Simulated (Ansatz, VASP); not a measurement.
# Se: VASP beside Ansatz

File INCAR:

```
SYSTEM = Se
PREC = Accurate ; ENCUT = 600
EDIFF = 1E-7 ; ISMEAR = 0
SIGMA = 0.1 ; LREAL = .False.
LASPH = .True. ; NELM = 60
ALGO = Normal ; ISIF = 3
LWAVE = .False. ; LCHARG = .False.
GGA = PE ; IBRION = 2
NSW = 90 ; EDIFFG = -0.04
```

KPOINTS

```
regular mesh
0
Gamma
  6 6 6
  0 0 0
```

POSCAR

```
Se
1.0
   -2.2601148900      2.2601148900      5.4503532500
    2.2601148900     -2.2601148900      5.4503532500
    2.2601148900      2.2601148900     -5.4503532500
Se
6
Direct
    0.7872112300      0.7872112300      0.0000000000
    0.5372112300      0.0372112300      0.5000000000
    0.9627887700      0.4627887700      0.5000000000
    0.2127887700      0.2127887700      0.0000000000
    0.0000000000      0.0000000000      0.0000000000
    0.7500000000      0.2500000000      0.5000000000
```

Input for Ansatz:

```yaml
crystal:
  lattice:
    - [-2.26011489, 2.26011489, 5.45035325]
    - [2.26011489, -2.26011489, 5.45035325]
    - [2.26011489, 2.26011489, -5.45035325]
  atoms:
    - { symbol: Se, position: [0.78721123, 0.78721123, 0.0] }
    - { symbol: Se, position: [0.53721123, 0.03721123, 0.5] }
    - { symbol: Se, position: [0.96278877, 0.46278877, 0.5] }
    - { symbol: Se, position: [0.21278877, 0.21278877, 0.0] }
    - { symbol: Se, position: [0.0, 0.0, 0.0] }
    - { symbol: Se, position: [0.75, 0.25, 0.5] }
basis:
  ecutwfc: 420
kpoints:
  mp_grid: { grid: [6, 6, 6] }
hamiltonian:
  xc: pbe
scf:
  occupations: { method: gaussian, width: 0.1 }
  lower_state_search: "off"
output:
  forces: true
  stress: true
  eigenvalues: true
relax:
  adjacent_minimum: "off"
  f_tol: 0.04
  max_steps: 70
  cell: { stress_tol: 0.4 }
```

Alike in both runs: task relaxation of cell and atoms; functional PBE; k mesh 6 × 6 × 6; occupations gaussian, width 0.1 eV; no spin polarisation.

|  | VASP | Ansatz |
| --- | --- | --- |
| version | VASP 6.6.1 | Ansatz 0.2.0 |
| potentials or method | VASP PAW PBE potentials, release 64 (Se), cutoff 600 eV | scalar-relativistic, plane waves, PAW |
| valence electrons in the cell | 36 | 96 |

|  | VASP | Ansatz | Ansatz less VASP |
| --- | --- | --- | --- |
| gap on the k mesh at the Fermi level, each at its own relaxed structure (eV) | none | none | - |
| relaxed volume (Å³/atom) | 24.54 | 24.38 | -0.162 |
| relaxed cell length with the largest relative difference (Å) | 6.375 | 6.358 | -0.0174 |

A gap of «none» marks a metal or a gap that the smearing closes. VASP's potentials hold 36 valence electrons a cell and Ansatz's 96, so a difference there can come from the potentials and not from the codes.

Noted on VASP's run: the volume moved by over 15 % at a fixed basis, so the end points are rough.
